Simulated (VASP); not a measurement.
**Nb: relaxation of cell and atoms with PBEsol-based screened hybrid with 25 % exact exchange**

Nb:

```
Nb
1.0
    -1.66395    1.66395    1.66395
     1.66395   -1.66395    1.66395
     1.66395    1.66395   -1.66395
Nb
1
Direct
  0.00000 0.00000 0.00000
```

- Program: VASP 6.6.1
- Task: relaxation of cell and atoms
- Functional: PBEsol-based screened hybrid with 25 % exact exchange
- Potentials or basis: VASP PAW PBE potentials, release 64 (Nb_sv)
- Cutoff: 500 eV
- k mesh: 6 × 6 × 6
- Occupations: fermi-dirac, width 0.05 eV
- Spin: no spin polarisation
- Dipole correction: no
- Grid for exact exchange (PRECFOCK): Normal
- Share of exact exchange: 0.25
- Further INCAR settings: ALGO = Normal; EDIFF = 1e-07; IBRION = 2; EDIFFG = -0.01; NSW = 60; ISIF = 3
- Screening parameter: 0.207 1/Å

The relaxed volume is 17.01 Å³/atom, the relaxed cell is a = 2.806 Å, b = 2.806 Å, c = 2.806 Å, α = 109.47°, β = 109.47°, γ = 109.47° and the space group after relaxing (to 0.1 Å) is Im-3m (No. 229). The energy gained by relaxing is 62.4 meV/atom and the ionic steps are 7. The pressure after relaxing is 0.0 GPa and the band gap on the k mesh is zero (an odd number of electrons rules out a gap without spin polarisation).

The path:
| step | energy change (eV) | largest force (eV/Å) | pressure (GPa) | volume (Å³) |
| --- | --- | --- | --- | --- |
| 1 | 0.0000 | 0.0000 | -13.24 | 18.43 |
| 2 | 0.1776 | 0.0000 | 36.34 | 14.66 |
| 3 | -0.0622 | 0.0000 | -0.71 | 17.08 |
| 4 | -0.0624 | 0.0000 | -0.12 | 17.02 |
| 5 | -0.0624 | 0.0000 | 0.21 | 16.99 |
| 6 | -0.0624 | 0.0000 | -0.30 | 17.04 |
| 7 | -0.0624 | 0.0000 | 0.00 | 17.01 |

Final structure:
```xyz
1
Lattice="-1.6202 1.6202 1.6202 1.6202 -1.6202 1.6202 1.6202 1.6202 -1.6202" Properties=species:S:1:pos:R:3 pbc="T T T"
Nb    0.0000    0.0000    0.0000
```

Levels at points of the mesh, in eV from the Fermi level:
```csv
k point,band 4,band 5,band 6,band 7,band 8,band 9
"(0.00, 0.00, 0.00)",-31.82,-7.13,0.47,0.47,0.47,4.20
"(0.50, 0.00, 0.00)",-31.83,-4.76,-2.35,2.55,4.22,5.01
"(0.50, 0.50, 0.50)",-33.05,-4.80,-4.80,6.77,6.77,6.77
```

Run time: 68 min on 1 thread of Intel(R) Xeon(R) Platinum 8259CL CPU @ 2.50GHz (Skylake/Cascade Lake) (shared host), peak memory 0.25 GiB.

Caveat: the k points lie up to 0.46 Å⁻¹ apart in the final cell, too coarse for converged energies and pressures of a metal; the PAW data sets were made with another functional, which shifts forces and pressure a little.
